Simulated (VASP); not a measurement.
Here is a VASP 6.6.1 calculation.

The input INCAR:

```
PREC = Accurate ; ENCUT = 600
EDIFF = 1E-6 ; ISMEAR = 0
SIGMA = 0.05 ; LREAL = F
LASPH = T ; NELM = 80
ALGO = Fast ; ISIF = 4
LWAVE = F ; LCHARG = F
GGA = PS ; IBRION = 2
NSW = 60 ; EDIFFG = -0.01
```

The input KPOINTS:

```
Automatic mesh
0
Gamma
  18 18 10
```

The input POSCAR:

```
Hf
1.0
    3.0225940057      0.0000000000      0.0000000000
   -1.5112970028      2.6176431942      0.0000000000
    0.0000000000      0.0000000000      4.8054082726
Hf
2
Direct
    0.3333333333      0.6666666667      0.2500000000
    0.6666666667      0.3333333333      0.7500000000
```

Potentials or basis: VASP PAW PBE potentials, release 64 (Hf_pv).

Run with:

```console
$ cat potpaw_PBE.64/Hf_pv/POTCAR > POTCAR
$ mpirun -np 1 vasp_std > vasp.out
```

(1) Predict the band gap on the k mesh.

## Answers

(1) zero (band 10 reaches 7.13 eV, above the bottom of band 11 at 5.60 eV).

Caveat: spin-orbit coupling is left out, which moves the levels of the heavy elements.
